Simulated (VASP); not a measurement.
# B (Pmmm) in VASP: single point with PBE

Aim: the single point of B with PBE.

Program: VASP 6.6.1. These are calculated values, not measurements. Logs are shortened: lines on timing, memory, paths and dates and some standing lists are left out, and cuts for length are marked.

**1. The cell of the first run**

Symmetry: Pmmm, No. 47, orthorhombic system. Conventional cell: a = 1.699 Å, b = 1.977 Å, c = 2.411 Å, α = 90.00°, β = 90.00°, γ = 90.00°. Within 2.3 Å of B (site symmetry mmm) lie 4 B at 1.70 to 1.98 Å.

The cell was built from a structure type or drawn by symmetry, and may not be a known phase.

**2. Single point, PBE**

INCAR reads:

```
PREC     = Accurate       # precision mode
ENCUT    = 520            # plane-wave cutoff, eV
EDIFF    = 1E-6           # SCF threshold, eV
ISMEAR   = 0              # smearing method
SIGMA    = 0.1            # smearing width, eV
LREAL    = False          # projectors in reciprocal space
LASPH    = True           # aspherical terms in the spheres
NELM     = 100            # most SCF steps
ALGO     = Normal         # electronic algorithm
ISIF     = 2              # what is computed and relaxed
LWAVE    = False          # write WAVECAR
LCHARG   = False          # write CHGCAR
GGA      = PE             # functional
NBANDS   = 8              # bands
```

KPOINTS reads:

```
regular mesh
0
Gamma
  10 8 8
```

POSCAR reads:

```
B
1.0
    1.6986789400      0.0000000000      0.0000000000
    0.0000000000      1.9768248300      0.0000000000
    0.0000000000      0.0000000000      2.4110389400
B
1
Direct
    0.0000000000      0.0000000000      0.5000000000
```

Potentials or basis: VASP PAW PBE potentials, release 64 (B).

Launch:

```
$ cat potpaw_PBE.64/B/POTCAR > POTCAR
$ mpirun -np 1 vasp_std > vasp.out
```

OUTCAR:

```text
PREC = Accurate
   ENCUT = 520
   EDIFF = 1E-6
   ISMEAR = 0
   LREAL = False
   LASPH = True
   NELM = 100
   ISIF = 2
   GGA = PE

 ion  position               nearest neighbor table
   1  0.000  0.000  0.500-

  LATTYP: Found a simple orthorhombic cell.
 ALAT       =     1.6986789400
 B/A-ratio  =     1.1637424727
 C/A-ratio  =     1.4193611772

  Lattice vectors:

 A1 = (   1.6986789400,   0.0000000000,   0.0000000000)
 A2 = (   0.0000000000,   1.9768248300,   0.0000000000)
 A3 = (   0.0000000000,   0.0000000000,   2.4110389400)

Analysis of symmetry for initial positions (statically):
=====================================================================
 Subroutine PRICEL returns:
 Original cell was already a primitive cell.

 Routine SETGRP: Setting up the symmetry group for a
 simple orthorhombic supercell.

 Subroutine GETGRP returns: Found  8 space group operations
 (whereof  8 operations were pure point group operations)
 out of a pool of  8 trial point group operations.

The static configuration has the point symmetry D_2h.

Analysis of symmetry for dynamics (positions and initial velocities):
=====================================================================
 Subroutine PRICEL returns:
 Original cell was already a primitive cell.

 Routine SETGRP: Setting up the symmetry group for a
 simple orthorhombic supercell.

 Subroutine GETGRP returns: Found  8 space group operations
 (whereof  8 operations were pure point group operations)
 out of a pool of  8 trial point group operations.

The dynamic configuration has the point symmetry D_2h.

 Subroutine INISYM returns: Found  8 space group operations
 (whereof  8 operations are pure point group operations),
 and found     1 'primitive' translations

----------------------------------------------------------------------------------------

                                     Primitive cell

  volume of cell :       8.0962

  direct lattice vectors                    reciprocal lattice vectors
     1.698678940  0.000000000  0.000000000     0.588692764  0.000000000  0.000000000
     0.000000000  1.976824830  0.000000000     0.000000000  0.505861716  0.000000000
     0.000000000  0.000000000  2.411038940     0.000000000  0.000000000  0.414758959

  length of vectors
     1.698678940  1.976824830  2.411038940     0.588692764  0.505861716  0.414758959

  position of ions in fractional coordinates (direct lattice)
     0.000000000  0.000000000  0.500000000

  ion indices of the primitive-cell ions
   primitive index   ion index
                 1           1

----------------------------------------------------------------------------------------

 KPOINTS: regular mesh

Automatic generation of k-mesh.
 Grid dimensions read from file:
 generate k-points for:   10    8    8

 Generating k-lattice:

  Cartesian coordinates                     Fractional coordinates (reciprocal lattice)
     0.058869276  0.000000000  0.000000000     0.100000000  0.000000000  0.000000000
     0.000000000  0.063232714  0.000000000     0.000000000  0.125000000  0.000000000
     0.000000000  0.000000000  0.051844870     0.000000000  0.000000000  0.125000000

  Length of vectors
     0.058869276  0.063232714  0.051844870

  Shift w.r.t. Gamma in fractional coordinates (k-lattice)
     0.000000000  0.000000000  0.000000000

 Subroutine IBZKPT returns following result:
 ===========================================

 Found    150 irreducible k-points:

 Following reciprocal coordinates:
            Coordinates               Weight
  0.000000  0.000000  0.000000      1.000000
  0.100000  0.000000  0.000000      2.000000
  0.200000  0.000000  0.000000      2.000000
  0.300000  0.000000  0.000000      2.000000
  0.400000  0.000000  0.000000      2.000000
  0.500000  0.000000  0.000000      1.000000
[... 16 lines left out ...]
  0.400000  0.375000  0.000000      4.000000
  0.500000  0.375000  0.000000      2.000000
 [... further k-points ...]
   k-points           NKPTS =    150   k-points in BZ     NKDIM =    150   number of bands    NBANDS=      8
   number of dos      NEDOS =    301   number of ions     NIONS =      1
   total plane-waves  NPLWV =   4032
   dimension x,y,z NGX =    14 NGY =   16 NGZ =   18
   dimension x,y,z NGXF=    28 NGYF=   32 NGZF=   36
   ions per type =               1
   NGX,Y,Z   is equivalent  to a cutoff of  13.70, 13.46, 12.41 a.u.
   NGXF,Y,Z  is equivalent  to a cutoff of  27.40, 26.91, 24.82 a.u.
 SYSTEM =  unknown system
   PREC   = accura    normal or accurate (medium, high low for compatibility)
   ISTART =      0    job   : 0-new  1-cont  2-samecut
   ICHARG =      2    charge: 1-file 2-atom 10-const
   ISPIN  =      1    spin polarized calculation?
   LNONCOLLINEAR =      F non collinear calculations
   LSORBIT =      F    spin-orbit coupling
   LASPH  =      T    aspherical Exc in radial PAW
   ENCUT  =  520.0 eV  38.22 Ry    6.18 a.u.   3.16  3.68  4.48*2*pi/ulx,y,z
   NELM   =    100;   NELMIN=  2; NELMDL= -5     # of ELM steps
   EDIFF  = 0.1E-05   stopping-criterion for ELM
   LREAL  =      F    real-space projection
   EDIFFG = 0.1E-04   stopping-criterion for IOM
   NSW    =      0    number of steps for IOM
   IBRION =     -1    ionic relax: 0-MD 1-quasi-New 2-CG
   NFREE  =      0    steps in history (QN), initial steepest desc. (CG)
   ISIF   =      2    stress and relaxation
   ISYM   =      2    0-nonsym 1-usesym 2-fastsym
   POTIM  = 0.5000    time-step for ionic-motion
   TEBEG  =    0.0;   TEEND  =   0.0 temperature during run
   PSTRESS=    0.0 pullay stress
   NELECT =       3.0000    total number of electrons
   NUPDOWN=      -1.0000    fix difference up-down
   EMIN   =  10.00;   EMAX   =-10.00  energy-range for DOS
   EFERMI =   0.00;   METHOD = LEGACY
   ISMEAR =     0;   SIGMA  =   0.10  broadening in eV -4-tet -1-fermi 0-gaus
   EFERMI_NEDOS =   21; number of points for ismear=-14 and -15
   IALGO  =     38    algorithm
   IMIX   =      4    mixing-type and parameters
     AMIX     =   0.40;   BMIX     =  1.00
     AMIX_MAG =   1.60;   BMIX_MAG =  1.00
  volume/ion in A,a.u.               =       8.10        54.64
  Fermi-wavevector in a.u.,A,eV,Ry     =   1.175856  2.222045 18.811912  1.382637
  Thomas-Fermi vector in A             =   2.312229
   LORBIT       =      0    0 simple, 1 ext, 2 COOP (PROOUT), +10 PAW based schemes
   GGA     = PE    functional components
   LHFCALC =     F    Hartree Fock is set to
   AEXX    =    0.0000 exact exchange contribution
   IVDW    =     0    specifies the selected vdW correction
   LEPSILON=     F    determine dielectric tensor
   LRPA    =     F    only Hartree local field effects (RPA)
 non-spin polarized calculation
 Gauss-broadening in eV      SIGMA  =   0.10
  energy-cutoff  :      520.00
  volume of cell :        8.10
 maximum number of plane-waves:       228
 NGX is ok and might be reduce to    14
   NGX =  7   NGY =  7   NGZ =  9

 number of electron       3.0000000 magnetization

 Free energy of the ion-electron system (eV)
  ---------------------------------------------------
  ext. energy  EPLUGINS =         0.00000000
  ---------------------------------------------------
  free energy    TOTEN  =        -5.45431507 eV

  energy without entropy =       -5.45341149  energy(sigma->0) =       -5.45386328

 E-fermi :   5.8534     XC(G=0): -11.4535

 val. band max:        5.7538426991   @ k =   0.3000   0.3750   0.0000
 cond. band min:       5.9125382863   @ k =   0.2000   0.5000   0.5000
 fundamental gap:      0.1586955872
 Fermi energy:         5.8533591371

 k-point     1 :       0.0000    0.0000    0.0000
  band No.  band energies     occupation
      1      -9.0104      2.00000
      2       8.9332      0.00000
      3      16.9763      0.00000
      4      18.5839      0.00000
      5      26.4532      0.00000
      6      29.4460      0.00000
      7      43.2598      0.00000
      8      46.8440      0.00000

 k-point     2 :       0.1000    0.0000    0.0000
  band No.  band energies     occupation
      1      -8.6084      2.00000
      2       9.3840      0.00000
      3      17.3820      0.00000
      4      18.4856      0.00000
      5      23.1986      0.00000
      6      31.4793      0.00000
      7      44.5769      0.00000
      8      46.3298      0.00000

 k-point     3 :       0.2000    0.0000    0.0000
  band No.  band energies     occupation
      1      -7.4154      2.00000
      2      10.7061      0.00000
      3      15.6976      0.00000
      4      18.5541      0.00000
      5      21.7762      0.00000
      6      32.8519      0.00000
      7      42.6709      0.00000
      8      44.6337      0.00000

 k-point     4 :       0.3000    0.0000    0.0000
  band No.  band energies     occupation
      1      -5.4825      2.00000
      2      10.8262      0.00000
      3      12.7685      0.00000
      4      20.3138      0.00000
      5      23.3661      0.00000
      6      33.0962      0.00000
      7      36.6835      0.00000
      8      42.4782      0.00000

 k-point     5 :       0.4000    0.0000    0.0000
  band No.  band energies     occupation
      1      -2.9953      2.00000
      2       6.3619      0.00000
      3      15.1351      0.00000
      4      22.1725      0.00000
      5      25.6867      0.00000
      6      31.5811      0.00000
      7      32.1891      0.00000
      8      41.0131      0.00000

 k-point     6 :       0.5000    0.0000    0.0000
  band No.  band energies     occupation
      1      -1.2180      2.00000
      2       3.9082      2.00000
      3      16.4153      0.00000
      4      23.0669      0.00000
      5      27.2146      0.00000
      6      29.3579      0.00000
      7      31.1424      0.00000
      8      40.5541      0.00000

 k-point     7 :       0.0000    0.1250    0.0000
  band No.  band energies     occupation
      1      -8.5279      2.00000
      2       9.3838      0.00000
      3      13.4175      0.00000
      4      19.5165      0.00000
      5      26.7569      0.00000
      6      32.8625      0.00000
      7      41.0679      0.00000
      8      41.6181      0.00000
[... 133 lines left out ...]
 k-point    20 :       0.1000    0.3750    0.0000
  band No.  band energies     occupation
      1      -4.3044      2.00000
      2       3.3838      2.00000
      3      12.7202      0.00000
      4      22.6543      0.00000
      5      26.7901      0.00000
      6      29.8819      0.00000
      7      32.1523      0.00000
      8      42.5213      0.00000

 k-point    21 :       0.2000    0.3750    0.0000
  band No.  band energies     occupation
      1      -3.1051      2.00000
      2       4.3716      2.00000
      3      13.9741      0.00000
      4      19.7995      0.00000
      5      26.2628      0.00000
      6      31.3566      0.00000
      7      33.5686      0.00000
      8      35.7265      0.00000

 k-point    22 :       0.3000    0.3750    0.0000
  band No.  band energies     occupation
      1      -1.2220      2.00000
      2       5.7538      1.84068
      3      15.8946      0.00000
      4      16.3828      0.00000
      5      24.8072      0.00000
      6      31.2990      0.00000
      7      33.7009      0.00000
      8      35.9553      0.00000

 k-point    23 :       0.4000    0.3750    0.0000
  band No.  band energies     occupation
      1       1.0462      2.00000
      2       6.6063      0.00000
      3      14.4330      0.00000
      4      18.0084      0.00000
      5      20.5549      0.00000
      6      32.3354      0.00000
      7      35.4536      0.00000
      8      37.0508      0.00000

 k-point    24 :       0.5000    0.3750    0.0000
  band No.  band energies     occupation
      1       2.4839      2.00000
      2       6.2416      0.00000
      3      14.8429      0.00000
      4      17.8128      0.00000
      5      19.0811      0.00000
      6      33.7352      0.00000
      7      34.1558      0.00000
      8      36.5543      0.00000

 [... further k-points ...]

------------------------ aborting loop because EDIFF is reached ----------------------------------------

  FORCE on cell =-STRESS in cart. coord.  units (eV):
  Direction    XX          YY          ZZ          XY          YZ          ZX
  --------------------------------------------------------------------------------------
  -------------------------------------------------------------------------------------
  Total       -1.9224892      1.1371873     -0.7879979      0.0000000      0.0000000      0.0000000
  in kB     -380.4440304    225.0395606   -155.9379953      0.0000000      0.0000000      0.0000000
  external PRESSURE =    -103.7808217 kB  Pullay stress =       0.0000000 kB

 VOLUME and BASIS-vectors are now :
 -----------------------------------------------------------------------------
  energy-cutoff  :      520.00
  volume of cell :        8.10
      direct lattice vectors                 reciprocal lattice vectors
     1.698678940  0.000000000  0.000000000     0.588692764  0.000000000  0.000000000
     0.000000000  1.976824830  0.000000000     0.000000000  0.505861716  0.000000000
     0.000000000  0.000000000  2.411038940     0.000000000  0.000000000  0.414758959

 POSITION                                       TOTAL-FORCE (eV/Angst)
 -----------------------------------------------------------------------------------
      0.00000      0.00000      1.20552         0.000000      0.000000      0.000000
 -----------------------------------------------------------------------------------
    total drift:                                0.000000     -0.000000      0.000000

  FREE ENERGIE OF THE ION-ELECTRON SYSTEM (eV)
  ---------------------------------------------------
  free  energy   TOTEN  =        -5.4543150700 eV

  energy  without entropy=       -5.4534114894  energy(sigma->0) =       -5.45386328
```

Run time: 2.8 s. Hardware: 1 thread of Intel Xeon 6975P-C (Granite Rapids), shared host; peak memory 0.11 GiB.

Results:

```yaml
Free_energy: -5.4543 eV
Pressure: -10.4 GPa
Band_gap_on_the_k_mesh: zero (an odd number of electrons rules out a gap without spin polarisation)
```

Levels at points of the mesh, in eV from the Fermi level:
| k point | band 1 | band 2 | band 3 | band 4 | band 5 |
| --- | --- | --- | --- | --- | --- |
| (0.00, 0.00, 0.00) | -14.86 | 3.08 | 11.12 | 12.73 | 20.60 |
| (0.50, 0.00, 0.00) | -7.07 | -1.95 | 10.56 | 17.21 | 21.36 |
| (0.00, 0.50, 0.00) | -7.92 | -6.36 | 7.33 | 19.97 | 21.48 |
| (0.50, 0.50, 0.00) | -2.30 | 1.06 | 7.75 | 9.82 | 13.85 |
| (0.00, 0.00, 0.50) | -10.75 | -7.97 | 12.28 | 21.40 | 25.90 |
| (0.50, 0.00, 0.50) | -5.06 | 1.77 | 2.74 | 8.58 | 17.98 |
| (0.00, 0.50, 0.50) | -5.49 | -1.94 | -1.83 | 6.04 | 23.62 |
| (0.50, 0.50, 0.50) | -0.79 | 2.86 | 6.82 | 13.51 | 13.96 |

Caveat: the k points lie up to 0.40 Å⁻¹ apart, too coarse for converged energies and pressures of a metal.
